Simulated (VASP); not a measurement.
A run of VASP 6.6.1 is set up as follows.

Contents of INCAR:

```
SYSTEM = CS2
ALGO = Normal
EDIFF = 1E-6
ENCUT = 1000
GGA = PE
GGA_COMPAT = .FALSE.
ISIF = 2
ISMEAR = -1
IVDW = 12
LASPH = .TRUE.
LCHARG = .FALSE.
LREAL = Auto
LWAVE = .FALSE.
NBANDS = 63
NELM = 120
PREC = Accurate
SIGMA = 0.02
```

The input KPOINTS:

```
k-points
0
G
  1 1 1
  0 0 0
```

File POSCAR:

```
CS2
1.0
    8.4343270000      0.0000000000      0.0000000000
    0.0000000000      8.4343270000      0.0000000000
    0.0000000000      0.0000000000      8.4343270000
S C
12 6
Direct
    0.8862829245      0.2909064351      1.0721780173
    1.1075928168      0.3643325662      0.7705653338
    0.8255193331      0.7231519480      0.3065330524
    0.8678345053      0.9684471565      0.5765130994
    0.5547923385      0.9034034369      0.8967876157
    0.2935978176      0.8206345331      0.6592227216
    0.4797181802      0.3090228776      0.4741694269
    0.1532902388      0.4307279051      0.3509230790
    0.4754261958      0.2710589713      1.0363126779
    0.6256812191      0.5268233020      0.8087426537
    0.4115681073      0.8906223342      0.2964789010
    0.1664151746      0.7511565535      0.0619966477
    0.9960960726      0.3240211104      0.9206543687
    0.8535476512      0.8469081173      0.4412207400
    0.4279061032      0.8668385753      0.7725690503
    0.3208317629      0.3810973893      0.4053316880
    0.5406951853      0.4092324142      0.9232864697
    0.2907760157      0.8132954769      0.1771688482
```

Potentials or basis: VASP PAW PBE potentials, release 64 (S, C_h).

Launch:

```sh
$ cat potpaw_PBE.64/S/POTCAR potpaw_PBE.64/C_h/POTCAR > POTCAR
$ mpirun -np 1 vasp_gam > vasp.out
```

(1) What does it give for the dispersion energy per atom?

(2) Predict the pressure.

(3) What does it give for the largest force?

## Answers

(1) -0.120 eV.

(2) -0.7 GPa.

(3) 2.580 eV/Å.

Caveat: the k points lie up to 0.74 Å⁻¹ apart; the atoms stand as in a frame of molecular dynamics.
